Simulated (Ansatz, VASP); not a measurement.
Two plane-wave programs on CaS

The input POSCAR:

```
CaS
1.0
    0.0000000000      2.8656402591      2.8656402591
    2.8656402591      0.0000000000      2.8656402591
    2.8656402591      2.8656402591      0.0000000000
Ca S
1 1
Direct
    0.5000000000      0.5000000000      0.5000000000
    0.0000000000      0.0000000000      0.0000000000
```

INCAR.step1

```
PREC = Accurate
ENCUT = 550
ISMEAR = 0
SIGMA = 0.05
LREAL = False
LASPH = True
NELM = 120
NBANDS = 15
GGA = PE
ALGO = Normal
EDIFF = 1E-5
LWAVE = True
LCHARG = False
GGA_COMPAT = False
```

File INCAR.step2:

```
PREC = Accurate
ENCUT = 550
EDIFF = 1E-6
ISMEAR = 0
SIGMA = 0.05
LREAL = False
LASPH = True
NELM = 120
ALGO = Normal
ISIF = 2
LWAVE = False
LCHARG = False
METAGGA = R2SCAN
LMIXTAU = True
NBANDS = 15
ISTART = 1
GGA_COMPAT = False
```

KPOINTS

```
Automatic mesh
0
Gamma
  8 8 8
```

Input for Ansatz:

```yaml
crystal:
  lattice:
    - [0.0, 2.8656402591, 2.8656402591]
    - [2.8656402591, 0.0, 2.8656402591]
    - [2.8656402591, 2.8656402591, 0.0]
  atoms:
    - { symbol: Ca, position: [0.5, 0.5, 0.5] }
    - { symbol: S, position: [0.0, 0.0, 0.0] }
basis:
  ecutwfc: 500
  ecutrho_ratio: 4
kpoints:
  mp_grid: { grid: [8, 8, 8] }
hamiltonian:
  xc: r2scan
scf:
  occupations: { method: gaussian, width: 0.05 }
output:
  forces: true
  stress: true
  eigenvalues: true
```

Alike in both runs: task single point; functional r2SCAN; k mesh 8 × 8 × 8; occupations gaussian, width 0.05 eV; no spin polarisation.

```csv
,VASP,Ansatz
version,VASP 6.6.1,Ansatz 0.2.0
potentials or method,"VASP PAW PBE potentials, release 64 (Ca_sv, S), cutoff 550 eV","scalar-relativistic, plane waves, PAW"
valence electrons in the cell,16,16
```

|  | VASP | Ansatz | Ansatz less VASP |
| --- | --- | --- | --- |
| gap on the k mesh at the Fermi level (eV) | 2.85 | 2.84 | -0.004 |
| least direct gap on the mesh (eV) | 3.66 | 3.66 | -0.001 |
| pressure (GPa) | -0.8 | -1.1 | -0.28 |

VASP's potentials were made for PBE, not for r2SCAN.
